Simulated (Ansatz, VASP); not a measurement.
Given: the input of a run of Ansatz 0.2.0 on Si2W.

The input input.yaml:

```yaml
crystal:
  lattice:
    - [-1.617542032, 1.617542032, 3.9408775768]
    - [1.617542032, -1.617542032, 3.9408775768]
    - [1.617542032, 1.617542032, -3.9408775768]
  atoms:
    - { symbol: W, position: [0.0, 0.0, 0.0] }
    - { symbol: Si, position: [0.6653, 0.6653, 0.0] }
    - { symbol: Si, position: [0.3347, 0.3347, 0.0] }
kpoints:
  mp_grid: { grid: [12, 12, 12] }
scf:
  occupations: { method: fermi_dirac, width: 0.05 }
hamiltonian:
  xc: lda
  pseudopotentials: { kind: all_electron, lapw: { basis_error: 0.002 } }
output:
  forces: true
  stress: true
  eigenvalues: true
```

Potentials or basis: all-electron LAPW, scalar-relativistic.

The run is started by

```console
$ ansatz run input.yaml --threads 2 --pin off --max-ram 6144MiB --backend cpu --events-out ev --progress --plain --runs-dir out
```

Problem. Translate it to VASP 6.6.1. Potentials there: VASP PAW LDA potentials, release 64 (W_sv, Si).

Solution. As run (the cutoff follows the program's own potentials):

File INCAR:

```
SYSTEM = Si2W
ALGO = Normal ; EDIFF = 1E-6
ENCUT = 520 ; ISIF = 2
ISMEAR = -1 ; LASPH = .TRUE.
LCHARG = .FALSE. ; LREAL = .FALSE.
LWAVE = .FALSE. ; NBANDS = 18
NELM = 100 ; PREC = Accurate
SIGMA = 0.05
```

KPOINTS

```
k-points
0
G
  12 12 12
  0 0 0
```

Contents of POSCAR:

```
Si2W
1.0
   -1.6175420320      1.6175420320      3.9408775768
    1.6175420320     -1.6175420320      3.9408775768
    1.6175420320      1.6175420320     -3.9408775768
W Si
1 2
Direct
    0.0000000000      0.0000000000      0.0000000000
    0.6653000000      0.6653000000      0.0000000000
    0.3347000000      0.3347000000      0.0000000000
```

Potentials or basis: VASP PAW LDA potentials, release 64 (W_sv, Si).

The run is started by

```sh
$ cat potpaw_LDA.64/W_sv/POTCAR potpaw_LDA.64/Si/POTCAR > POTCAR
$ mpirun -np 1 vasp_std > vasp.out
```

Both were run:

|  | VASP | Ansatz | Ansatz less VASP |
| --- | --- | --- | --- |
| gap on the k mesh at the Fermi level (eV) | none | none | - |
| pressure (GPa) | -9.2 | -9.9 | -0.65 |
| traceless stress, the component that is largest in VASP (GPa) | -0.37 | -0.41 | -0.048 |
| rms of the force components (eV/Å) | 0.042 | 0.049 | +0.0067 |

LDA's correlation is that of Perdew and Zunger in VASP and of Perdew and Wang (1992) in Ansatz. Atom by atom the forces differ by 0.007 eV/Å (rms over components). A gap of «none» marks a metal or a gap that the smearing closes. Ansatz ran all-electron here, and VASP with PAW potentials.

Neither program's run includes spin-orbit coupling.
